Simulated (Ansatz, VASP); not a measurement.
## AlIn2N3 in VASP and in Ansatz

```xyz
6
Lattice="5.0806 0.0000 0.0000 -2.5403 4.3999 0.0000 0.0000 0.0000 5.2640" Properties=species:S:1:pos:R:3 pbc="T T T"
Al    0.0000    0.0000    2.6320
In    2.5403    1.4666    2.6320
In    0.0000    2.9333    0.0000
N    -0.9165    3.4624    2.6320
N     0.0000    1.8750    2.6320
N     0.9165    3.4624    2.6320
```

Alike in both runs: functional PBE; k mesh 6 × 6 × 4; occupations gaussian, width 0.1 eV; no spin polarisation.

Ansatz relaxed the structure, and its values are those at the end. VASP's run is a single point on that final structure, the one shown.

```csv
,VASP,Ansatz
version,VASP 6.6.1,Ansatz 0.2.0
potentials or method,"VASP PAW PBE potentials, release 64 (Al, In_d, N), cutoff 520 eV","scalar-relativistic, plane waves, PAW"
valence electrons in the cell,44,44
```

Ansatz gave:

```
gap on the k mesh at the Fermi level (eV) : none
pressure (GPa)                            : -0.1
rms of the force components (eV/Å)        : 0.001
```

Which values does VASP return?

gap on the k mesh at the Fermi level (eV): none; pressure (GPa): -0.1; rms of the force components (eV/Å): 0.010.

A gap of «none» marks a metal or a gap that the smearing closes.
